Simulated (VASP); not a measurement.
SnSe:

```
Sn Se
1.0
     4.21934    0.00000    0.00000
     0.00000    4.21934    0.00000
     0.00000    0.00000    5.99302
Sn Se
2 2
Direct
  0.50000 0.00000 0.25009
  0.00000 0.50000 0.74991
  0.50000 0.00000 0.74990
  0.00000 0.50000 0.25010
```

Base run:

* Program: VASP 6.6.1
* Functional: r2SCAN
* Potentials or basis: VASP PAW PBE potentials, release 64 (Sn_d, Se)
* Cutoff: 520 eV
* k mesh: 6 × 6 × 4
* Occupations: gaussian, width 0.01 eV
* Spin: no spin polarisation

Its results: band gap on the k mesh 0.56 eV; pressure 0.9 GPa.

Question: The run is repeated on the same cell with these changes: functional from r2SCAN to LDA; potentials or basis from VASP PAW PBE potentials, release 64 (Sn_d, Se) to VASP PAW LDA potentials, release 64 (Sn_d, Se). What comes out?

Answer: Band gap on the k mesh 0.72 eV; pressure -2.4 GPa.

Caveats: spin-orbit coupling is left out, which moves the levels of the heavy elements; the PAW data sets were made with another functional, which shifts forces and pressure a little (at least some runs).

A k mesh can miss the band edges.
